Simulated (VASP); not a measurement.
Set up this calculation in VASP 6.6.1, as the native input.

| Property | Result |
| --- | --- |
| Task | single point |
| Functional | PBE |
| Potentials or basis | VASP PAW PBE potentials, release 64 (K_sv) |
| Cutoff | 520 eV |
| k mesh | 6 × 6 × 4 |
| Occupations | fermi-dirac, width 0.1 eV |
| Spin | no spin polarisation |
| Dipole correction | no |
| Further INCAR settings | ALGO = Normal; EDIFF = 1e-07; NBANDS = 26 |

The structure of K lies in POSCAR:

```
K
1.0
    4.5507464168      0.0000000000      0.0000000000
   -2.2753732084      3.9410620031      0.0000000000
    0.0000000000      0.0000000000     14.5736361949
K
4
Direct
    0.0000000000      0.0000000000      0.0000000000
    0.0000000000      0.0000000000      0.5000000000
    0.3333333333      0.6666666667      0.2500000000
    0.6666666667      0.3333333333      0.7500000000
```

This isn't the form of K at room conditions, which is bcc.

One way to write it, as run:

INCAR

```
SYSTEM = K
PREC     = Accurate       ! precision mode
ENCUT    = 520            ! plane-wave cutoff, eV
EDIFF    = 1E-7           ! SCF threshold, eV
ISMEAR   = -1             ! smearing method
SIGMA    = 0.1            ! smearing width, eV
LREAL    = .FALSE.        ! projectors in reciprocal space
LASPH    = .TRUE.         ! aspherical terms in the spheres
NELM     = 80             ! most SCF steps
ALGO     = Normal         ! electronic algorithm
ISIF     = 2              ! what is computed and relaxed
LWAVE    = .FALSE.        ! write WAVECAR
LCHARG   = .FALSE.        ! write CHGCAR
GGA      = PE             ! functional
NBANDS   = 26             ! bands
```

KPOINTS

```
Automatic mesh
0
G
  6 6 4
  0 0 0
```

Potentials or basis: VASP PAW PBE potentials, release 64 (K_sv).

Launch:

```bash
$ cat potpaw_PBE.64/K_sv/POTCAR > POTCAR
$ mpirun -np 1 vasp_std > vasp.out
```

Results of the run:

```json
{"Pressure": "0.6 GPa", "Band gap on the k mesh": "zero (bands 18 and 19 overlap by 2.41 eV)"}
```

Run time: 2.4 min on 1 thread of AMD EPYC 7R13 Processor (Zen 3) (shared host), peak memory 0.38 GiB.
